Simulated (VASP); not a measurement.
# Ca (P6/mmm) in VASP: further runs

Runs on Ca. Level: PBEsol. Tasks: single point.

Program: VASP 6.6.1. These are calculated values, not measurements. Logs are shortened: lines on timing, memory, paths and dates and some standing lists are left out, and cuts for length are marked.

**1. The cell of the first run**

It takes space group P6/mmm (No. 191, hexagonal). Conventional cell: a = 3.791 Å, b = 3.791 Å, c = 3.542 Å, α = 90.00°, β = 90.00°, γ = 120.00°. Within 4.7 Å of Ca (site symmetry 6/mmm) lie 8 Ca at 3.54 to 3.79 Å.

**2. Single point, PBEsol**

INCAR reads:

```
PREC     = Accurate       # precision mode
ENCUT    = 520            # plane-wave cutoff, eV
EDIFF    = 1E-6           # SCF threshold, eV
ISMEAR   = 0              # smearing method
SIGMA    = 0.1            # smearing width, eV
LREAL    = F              # projectors in reciprocal space
LASPH    = T              # aspherical terms in the spheres
NELM     = 60             # most SCF steps
ALGO     = Normal         # electronic algorithm
ISIF     = 2              # what is computed and relaxed
LWAVE    = F              # write WAVECAR
LCHARG   = F              # write CHGCAR
GGA      = PS             # functional
NBANDS   = 11             # bands
```

KPOINTS reads:

```
regular mesh
0
Gamma
  6 6 6
```

POSCAR reads:

```
Ca
1.0
    3.7905385436      0.0000000000      0.0000000000
   -1.8952692718      3.2827026728      0.0000000000
    0.0000000000      0.0000000000      3.5417844517
Ca
1
Direct
    0.0000000000      0.0000000000      0.0000000000
```

Potentials or basis: VASP PAW PBE potentials, release 64 (Ca_sv).

Started as:

```sh
cat potpaw_PBE.64/Ca_sv/POTCAR > POTCAR
mpirun -np 1 vasp_std > vasp.out
```

OUTCAR:

```text
PREC = Accurate
   ENCUT = 520
   EDIFF = 1E-6
   ISMEAR = 0
   LREAL = F
   LASPH = T
   NELM = 60
   ISIF = 2
   GGA = PS

 ion  position               nearest neighbor table
   1  0.000  0.000  0.000-

  LATTYP: Found a hexagonal cell.
 ALAT       =     3.7905385436
 C/A-ratio  =     0.9343750000

  Lattice vectors:

 A1 = (   3.7905385436,   0.0000000000,   0.0000000000)
 A2 = (  -1.8952692718,   3.2827026728,   0.0000000000)
 A3 = (   0.0000000000,   0.0000000000,   3.5417844517)

Analysis of symmetry for initial positions (statically):
=====================================================================
 Subroutine PRICEL returns:
 Original cell was already a primitive cell.

 Routine SETGRP: Setting up the symmetry group for a
 hexagonal supercell.

 Subroutine GETGRP returns: Found 24 space group operations
 (whereof 24 operations were pure point group operations)
 out of a pool of 24 trial point group operations.

The static configuration has the point symmetry D_6h.

Analysis of symmetry for dynamics (positions and initial velocities):
=====================================================================
 Subroutine PRICEL returns:
 Original cell was already a primitive cell.

 Routine SETGRP: Setting up the symmetry group for a
 hexagonal supercell.

 Subroutine GETGRP returns: Found 24 space group operations
 (whereof 24 operations were pure point group operations)
 out of a pool of 24 trial point group operations.

The dynamic configuration has the point symmetry D_6h.

 Subroutine INISYM returns: Found 24 space group operations
 (whereof 24 operations are pure point group operations),
 and found     1 'primitive' translations

----------------------------------------------------------------------------------------

                                     Primitive cell

  volume of cell :      44.0712

  direct lattice vectors                    reciprocal lattice vectors
     3.790538544  0.000000000  0.000000000     0.263814756  0.152313520  0.000000000
    -1.895269272  3.282702673  0.000000000     0.000000000  0.304627040  0.000000000
     0.000000000  0.000000000  3.541784452     0.000000000  0.000000000  0.282343551

  length of vectors
     3.790538544  3.790538544  3.541784452     0.304627040  0.304627040  0.282343551

  position of ions in fractional coordinates (direct lattice)
     0.000000000  0.000000000  0.000000000

  ion indices of the primitive-cell ions
   primitive index   ion index
                 1           1

----------------------------------------------------------------------------------------

 KPOINTS: regular mesh

Automatic generation of k-mesh.
 Grid dimensions read from file:
 generate k-points for:    6    6    6

 Generating k-lattice:

  Cartesian coordinates                     Fractional coordinates (reciprocal lattice)
     0.043969126  0.025385587  0.000000000     0.166666667  0.000000000  0.000000000
     0.000000000  0.050771173  0.000000000     0.000000000  0.166666667  0.000000000
     0.000000000  0.000000000  0.047057259     0.000000000  0.000000000  0.166666667

  Length of vectors
     0.050771173  0.050771173  0.047057259

  Shift w.r.t. Gamma in fractional coordinates (k-lattice)
     0.000000000  0.000000000  0.000000000

 Subroutine IBZKPT returns following result:
 ===========================================

 Found     28 irreducible k-points:

 Following reciprocal coordinates:
            Coordinates               Weight
  0.000000  0.000000  0.000000      1.000000
  0.166667 -0.000000  0.000000      6.000000
  0.333333  0.000000  0.000000      6.000000
  0.500000 -0.000000  0.000000      3.000000
  0.166667  0.166667  0.000000      6.000000
  0.333333  0.166667  0.000000     12.000000
[... 16 lines left out ...]
  0.166667 -0.000000  0.500000      6.000000
  0.333333  0.000000  0.500000      6.000000
 [... further k-points ...]
   k-points           NKPTS =     28   k-points in BZ     NKDIM =     28   number of bands    NBANDS=     11
   number of dos      NEDOS =    301   number of ions     NIONS =      1
   total plane-waves  NPLWV =  21952
   dimension x,y,z NGX =    28 NGY =   28 NGZ =   28
   dimension x,y,z NGXF=    56 NGYF=   56 NGZF=   56
   ions per type =               1
   NGX,Y,Z   is equivalent  to a cutoff of  12.28, 12.28, 13.14 a.u.
   NGXF,Y,Z  is equivalent  to a cutoff of  24.56, 24.56, 26.29 a.u.
 SYSTEM =  unknown system
   PREC   = accura    normal or accurate (medium, high low for compatibility)
   ISTART =      0    job   : 0-new  1-cont  2-samecut
   ICHARG =      2    charge: 1-file 2-atom 10-const
   ISPIN  =      1    spin polarized calculation?
   LNONCOLLINEAR =      F non collinear calculations
   LSORBIT =      F    spin-orbit coupling
   LASPH  =      T    aspherical Exc in radial PAW
   ENCUT  =  520.0 eV  38.22 Ry    6.18 a.u.   7.05  7.05  6.59*2*pi/ulx,y,z
   NELM   =     60;   NELMIN=  2; NELMDL= -5     # of ELM steps
   EDIFF  = 0.1E-05   stopping-criterion for ELM
   LREAL  =      F    real-space projection
   EDIFFG = 0.1E-04   stopping-criterion for IOM
   NSW    =      0    number of steps for IOM
   IBRION =     -1    ionic relax: 0-MD 1-quasi-New 2-CG
   NFREE  =      0    steps in history (QN), initial steepest desc. (CG)
   ISIF   =      2    stress and relaxation
   ISYM   =      2    0-nonsym 1-usesym 2-fastsym
   POTIM  = 0.5000    time-step for ionic-motion
   TEBEG  =    0.0;   TEEND  =   0.0 temperature during run
   PSTRESS=    0.0 pullay stress
   NELECT =      10.0000    total number of electrons
   NUPDOWN=      -1.0000    fix difference up-down
   EMIN   =  10.00;   EMAX   =-10.00  energy-range for DOS
   EFERMI =   0.00;   METHOD = LEGACY
   ISMEAR =     0;   SIGMA  =   0.10  broadening in eV -4-tet -1-fermi 0-gaus
   EFERMI_NEDOS =   21; number of points for ismear=-14 and -15
   IALGO  =     38    algorithm
   IMIX   =      4    mixing-type and parameters
     AMIX     =   0.40;   BMIX     =  1.00
     AMIX_MAG =   1.60;   BMIX_MAG =  1.00
  volume/ion in A,a.u.               =      44.07       297.41
  Fermi-wavevector in a.u.,A,eV,Ry     =   0.998520  1.886929 13.565574  0.997042
  Thomas-Fermi vector in A             =   2.130749
   LORBIT       =      0    0 simple, 1 ext, 2 COOP (PROOUT), +10 PAW based schemes
   GGA     = PS    functional components
   LHFCALC =     F    Hartree Fock is set to
   AEXX    =    0.0000 exact exchange contribution
   IVDW    =     0    specifies the selected vdW correction
   LEPSILON=     F    determine dielectric tensor
   LRPA    =     F    only Hartree local field effects (RPA)
 non-spin polarized calculation
 Gauss-broadening in eV      SIGMA  =   0.10
  energy-cutoff  :      520.00
  volume of cell :       44.07
 maximum number of plane-waves:      1208
   NGX = 15   NGY = 15   NGZ = 13

 number of electron      10.0000000 magnetization

 number of electron       9.9999999 magnetization

 Free energy of the ion-electron system (eV)
  ---------------------------------------------------
  ext. energy  EPLUGINS =         0.00000000
  ---------------------------------------------------
  free energy    TOTEN  =        -1.90700977 eV

  energy without entropy =       -1.90074082  energy(sigma->0) =       -1.90387530

 E-fermi :   1.6602     XC(G=0):  -7.6644

 val. band max:        1.5397472234   @ k =   0.5000  -0.0000   0.5000
 cond. band min:       1.6765118602   @ k =   0.3333   0.1667   0.5000
 fundamental gap:      0.1367646369
 Fermi energy:         1.6601630761

 k-point     1 :       0.0000    0.0000    0.0000
  band No.  band energies     occupation
      1     -40.3647      2.00000
      2     -21.3551      2.00000
      3     -21.3551      2.00000
      4     -21.3267      2.00000
      5      -2.2076      2.00000
      6       2.5733      0.00000
      7       3.8961      0.00000
      8       3.8961      0.00000
      9       5.7168      0.00000
     10       5.7168      0.00000
     11       9.9833      0.00000

 k-point     2 :       0.1667   -0.0000    0.0000
  band No.  band energies     occupation
      1     -40.3613      2.00000
      2     -21.3922      2.00000
      3     -21.3638      2.00000
      4     -21.3229      2.00000
      5      -1.7653      2.00000
      6       2.6987      0.00000
      7       3.3881      0.00000
      8       4.2287      0.00000
      9       5.3631      0.00000
     10       5.6629      0.00000
     11       9.8485      0.00000

 k-point     3 :       0.3333    0.0000    0.0000
  band No.  band energies     occupation
      1     -40.3543      2.00000
      2     -21.4654      2.00000
      3     -21.3813      2.00000
      4     -21.3153      2.00000
      5      -0.5631      2.00000
      6       2.4289      0.00000
      7       2.8363      0.00000
      8       4.8378      0.00000
      9       5.0950      0.00000
     10       5.5579      0.00000
     11       7.4989      0.00000

 k-point     4 :       0.5000   -0.0000    0.0000
  band No.  band energies     occupation
      1     -40.3508      2.00000
      2     -21.5016      2.00000
      3     -21.3900      2.00000
      4     -21.3115      2.00000
      5       0.7069      2.00000
      6       1.4647      1.99429
      7       2.7520      0.00000
      8       4.6266      0.00000
      9       5.5067      0.00000
     10       5.7749      0.00000
     11       6.6539      0.00000

 k-point     5 :       0.1667    0.1667    0.0000
  band No.  band energies     occupation
      1     -40.3560      2.00000
      2     -21.4403      2.00000
      3     -21.3840      2.00000
      4     -21.3172      2.00000
      5      -0.9348      2.00000
      6       2.7300      0.00000
      7       2.8341      0.00000
      8       4.8244      0.00000
      9       5.0037      0.00000
     10       5.5213      0.00000
     11       8.2408      0.00000
[... 211 lines left out ...]
 k-point    21 :       0.3333    0.3333    0.3333
  band No.  band energies     occupation
      1     -40.3370      2.00000
      2     -21.4482      2.00000
      3     -21.4411      2.00000
      4     -21.4411      2.00000
      5       2.1212      0.00000
      6       2.1212      0.00000
      7       3.6949      0.00000
      8       3.6949      0.00000
      9       4.1567      0.00000
     10       6.0798      0.00000
     11       7.6780      0.00000

 k-point    22 :       0.0000    0.0000    0.5000
  band No.  band energies     occupation
      1     -40.3483      2.00000
      2     -21.5206      2.00000
      3     -21.3384      2.00000
      4     -21.3384      2.00000
      5       0.3429      2.00000
      6       1.1400      2.00000
      7       4.2531      0.00000
      8       4.2531      0.00000
      9       4.6107      0.00000
     10       4.6107      0.00000
     11       6.8607      0.00000

 k-point    23 :       0.1667   -0.0000    0.5000
  band No.  band energies     occupation
      1     -40.3449      2.00000
      2     -21.5146      2.00000
      3     -21.3735      2.00000
      4     -21.3467      2.00000
      5       0.8272      2.00000
      6       1.2122      2.00000
      7       3.9277      0.00000
      8       4.4667      0.00000
      9       4.5741      0.00000
     10       4.6605      0.00000
     11       6.8529      0.00000

 k-point    24 :       0.3333    0.0000    0.5000
  band No.  band energies     occupation
      1     -40.3381      2.00000
      2     -21.5026      2.00000
      3     -21.4431      2.00000
      4     -21.3635      2.00000
      5       1.4065      1.99967
      6       1.9448      0.00006
      7       3.6179      0.00000
      8       4.2022      0.00000
      9       4.6348      0.00000
     10       5.3593      0.00000
     11       6.7126      0.00000

 [... further k-points ...]
[... 5 lines left out ...]
  --------------------------------------------------------------------------------------
  -------------------------------------------------------------------------------------
  Total       -0.3103795     -0.3103795     -0.2507993      0.0000000     -0.0000000      0.0000000
  in kB      -11.2836348    -11.2836348     -9.1176384      0.0000000     -0.0000000      0.0000000
  external PRESSURE =     -10.5616360 kB  Pullay stress =       0.0000000 kB

 VOLUME and BASIS-vectors are now :
 -----------------------------------------------------------------------------
  energy-cutoff  :      520.00
  volume of cell :       44.07
      direct lattice vectors                 reciprocal lattice vectors
     3.790538544  0.000000000  0.000000000     0.263814756  0.152313520  0.000000000
    -1.895269272  3.282702673  0.000000000     0.000000000  0.304627040  0.000000000
     0.000000000  0.000000000  3.541784452     0.000000000  0.000000000  0.282343551

 POSITION                                       TOTAL-FORCE (eV/Angst)
 -----------------------------------------------------------------------------------
      0.00000      0.00000      0.00000        -0.000000      0.000000      0.000000
 -----------------------------------------------------------------------------------
    total drift:                               -0.000000      0.000000     -0.000000

  FREE ENERGIE OF THE ION-ELECTRON SYSTEM (eV)
  ---------------------------------------------------
  free  energy   TOTEN  =        -1.9070097715 eV

  energy  without entropy=       -1.9007408202  energy(sigma->0) =       -1.90387530
```

Wall time 12 s (1 thread of Oxide Virtual Turin-like, shared host); peak memory 0.12 GiB.

Results:

| Property | Result |
| --- | --- |
| Free energy | -1.9070 eV |
| Pressure | -1.1 GPa |
| Band gap on the k mesh | zero (band 5 reaches 2.35 eV, above the bottom of band 6 at 1.14 eV) |

Stress tensor (GPa, compression positive):
```
-1.13  0.00  0.00
 0.00 -1.13  0.00
 0.00  0.00 -0.91
```

Levels at points of the mesh, in eV from the Fermi level:
```tsv
k point	band 1	band 2	band 3	band 4	band 5	band 6	band 7	band 8	band 9	band 10
(0.00, 0.00, 0.00)	-42.02	-23.02	-23.02	-22.99	-3.87	0.91	2.24	2.24	4.06	4.06
(0.50, 0.00, 0.00)	-42.01	-23.16	-23.05	-22.97	-0.95	-0.20	1.09	2.97	3.85	4.11
(0.00, 0.00, 0.50)	-42.01	-23.18	-23.00	-23.00	-1.32	-0.52	2.59	2.59	2.95	2.95
(0.50, 0.00, 0.50)	-41.99	-23.16	-23.14	-23.03	-0.12	0.69	2.42	2.56	2.86	4.22
```

Caveat: the PAW data sets were made with another functional, which shifts forces and pressure a little.

**3. Single point, PBEsol**

This run uses another cell than the first one, of 40.84 Å³/atom, 0.927 times its volume.

INCAR reads:

```
SYSTEM = Ca
PREC = Accurate
ENCUT = 520
EDIFF = 1E-6
ISMEAR = 0
SIGMA = 0.1
LREAL = .FALSE.
LASPH = .TRUE.
NELM = 100
ALGO = Fast
ISIF = 2
LWAVE = .FALSE.
LCHARG = .TRUE.
GGA = PS
LELF = .TRUE.
LVHAR = .TRUE.
NBANDS = 11
```

KPOINTS reads:

```
regular mesh
0
G
  18 18 16
  0 0 0
```

POSCAR reads:

```
Ca
1.0
    3.7014823744      0.0000000000      0.0000000000
   -1.8507411872      3.2055777679      0.0000000000
    0.0000000000      0.0000000000      3.4422981094
Ca
1
Direct
    0.0000000000      0.0000000000      0.0000000000
```

Potentials or basis: VASP PAW PBE potentials, release 64 (Ca_sv).

Started as:

```sh
cat potpaw_PBE.64/Ca_sv/POTCAR > POTCAR
mpirun -np 1 vasp_std > vasp.out
```

OUTCAR:

```text
SYSTEM = Ca
   PREC = Accurate
   ENCUT = 520
   EDIFF = 1E-6
   ISMEAR = 0
   LREAL = .FALSE.
   LASPH = .TRUE.
   NELM = 100
   ISIF = 2
   GGA = PS

 ion  position               nearest neighbor table
   1  0.000  0.000  0.000-

  LATTYP: Found a hexagonal cell.
 ALAT       =     3.7014823744
 C/A-ratio  =     0.9299782523

  Lattice vectors:

 A1 = (   3.7014823744,   0.0000000000,   0.0000000000)
 A2 = (  -1.8507411872,   3.2055777679,   0.0000000000)
 A3 = (   0.0000000000,   0.0000000000,   3.4422981094)

[... 508 lines left out ...]
      4     -20.8244      2.00000
      5       0.8493      2.00000
      6       2.0452      0.11642
      7       3.0604      0.00000
      8       5.1790      0.00000
      9       5.9746      0.00000
     10       6.3126      0.00000
     11       7.3012      0.00000

 [... further k-points ...]
[... 5 lines left out ...]
  --------------------------------------------------------------------------------------
  -------------------------------------------------------------------------------------
  Total        0.0005085      0.0005085     -0.0029670      0.0000000      0.0000000      0.0000000
  in kB        0.0199470      0.0199470     -0.1163838      0.0000000      0.0000000      0.0000000
  external PRESSURE =      -0.0254966 kB  Pullay stress =       0.0000000 kB

 VOLUME and BASIS-vectors are now :
 -----------------------------------------------------------------------------
  energy-cutoff  :      520.00
  volume of cell :       40.84
      direct lattice vectors                 reciprocal lattice vectors
     3.701482374  0.000000000  0.000000000     0.270162032  0.155978122  0.000000000
    -1.850741187  3.205577768  0.000000000     0.000000000  0.311956244  0.000000000
     0.000000000  0.000000000  3.442298109     0.000000000  0.000000000  0.290503602

 POSITION                                       TOTAL-FORCE (eV/Angst)
 -----------------------------------------------------------------------------------
      0.00000      0.00000      0.00000         0.000000      0.000000      0.000000
 -----------------------------------------------------------------------------------
    total drift:                               -0.000000      0.000000     -0.000000

  FREE ENERGIE OF THE ION-ELECTRON SYSTEM (eV)
  ---------------------------------------------------
  free  energy   TOTEN  =        -1.9070756980 eV

  energy  without entropy=       -1.9003342059  energy(sigma->0) =       -1.90370495
```

It took 2.4 min on 1 thread of Oxide Virtual Turin-like, shared host; peak memory 0.24 GiB.

What came out:

| Item | Value |
| --- | --- |
| Free energy | -1.9071 eV |
| Pressure | 0.0 GPa |
| Band gap on the k mesh | zero (band 5 reaches 2.59 eV, above the bottom of band 6 at 1.47 eV) |

Caveat: the PAW data sets were made with another functional, which shifts forces and pressure a little.
